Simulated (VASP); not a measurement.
**Li2Sn: single point with PBE**

The system is Li2Sn.

```xyz
6
Lattice="-1.6954 1.6954 11.3687 1.6954 -1.6954 11.3687 1.6954 1.6954 -11.3687" Properties=species:S:1:pos:R:3 pbc="T T T"
Li    0.0000    0.0000    9.7398
Li    1.6954    0.0000    4.0554
Li    1.6954    0.0000    7.3132
Li    0.0000    0.0000   12.9976
Sn    0.0000    0.0000    0.0000
Sn    0.0000    1.6954    5.6843
```

- Program: VASP 6.6.1
- Task: single point
- Functional: PBE
- Potentials or basis: VASP PAW PBE potentials, release 64 (Li_sv, Sn_d)
- Cutoff: 520 eV
- k mesh: 6 × 6 × 6
- Occupations: gaussian, width 0.1 eV
- Spin: no spin polarisation

| Quantity | Value |
| --- | --- |
| Largest force | 0.007 eV/Å |
| Band gap on the k mesh | zero (bands 20 and 21 overlap by 2.66 eV) |

Forces in eV/Å, atoms in the order of the input:
```
Li   0.000  0.000  0.007
Li   0.000  0.000  0.007
Li   0.000  0.000 -0.007
Li   0.000  0.000 -0.007
Sn   0.000  0.000  0.000
Sn   0.000  0.000  0.000
```

Levels at points of the mesh, in eV from the Fermi level:
```csv
k point,band 16,band 17,band 18,band 19,band 20,band 21,band 22,band 23,band 24,band 25
"(0.00, 0.00, 0.00)",-9.00,-3.71,-2.18,-1.34,1.91,3.21,3.21,3.22,3.22,5.07
"(0.50, 0.00, 0.00)",-6.95,-3.90,-3.87,-1.89,-1.34,0.86,1.46,2.32,3.48,5.02
"(0.50, 0.50, 0.00)",-4.48,-2.32,-2.32,-2.32,-2.32,1.22,1.22,1.93,1.93,2.23
"(0.50, 0.50, 0.50)",-9.04,-3.22,-3.22,0.32,0.32,3.11,3.11,3.33,3.33,6.69
```

Wall time 14 min on 1 thread of AMD EPYC 9R45 96-Core Processor (Zen 5), with other jobs on the host, peak memory 1.3 GiB.

Caveat: spin-orbit coupling is left out, which moves the levels of the heavy elements.
